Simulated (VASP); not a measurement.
W: single point with PBE

Crystal: W.

```xyz
4
Lattice="2.7862 0.0000 0.0000 -1.3931 2.4129 0.0000 0.0000 0.0000 9.8166" Properties=species:S:1:pos:R:3 pbc="T T T"
W     0.0000    0.0000    9.8166
W     0.0000    0.0000    4.9083
W     0.0000    1.6086    2.4541
W     1.3931    0.8043    7.3624
```

This isn't the form of W at room conditions, which is bcc.

```
Program             : VASP 6.6.1
Task                : single point
Functional          : PBE
Potentials or basis : VASP PAW PBE potentials, release 64 (W_sv)
Cutoff              : 520 eV
k mesh              : 17 × 17 × 5
Occupations         : fermi-dirac, width 0.1 eV
Spin                : no spin polarisation
```

- Pressure: 0.4 GPa
- Band gap on the k mesh: zero (bands 28 and 29 overlap by 2.00 eV)

Stress tensor (GPa, compression positive):
```
0.57 0.00 0.00
0.00 0.57 0.00
0.00 0.00 0.13
```

Levels at points of the mesh, in eV from the Fermi level:
| k point | band 25 | band 26 | band 27 | band 28 | band 29 | band 30 | band 31 | band 32 |
| --- | --- | --- | --- | --- | --- | --- | --- | --- |
| (0.00, 0.00, 0.00) | -0.57 | -0.43 | -0.43 | -0.21 | -0.16 | -0.16 | 0.02 | 0.02 |

It took 2.9 min on 1 thread of Intel(R) Xeon(R) Platinum 8259CL CPU @ 2.50GHz (Skylake/Cascade Lake), on a shared host, peak memory 0.31 GiB.

Caveat: spin-orbit coupling is left out, which moves the levels of the heavy elements.
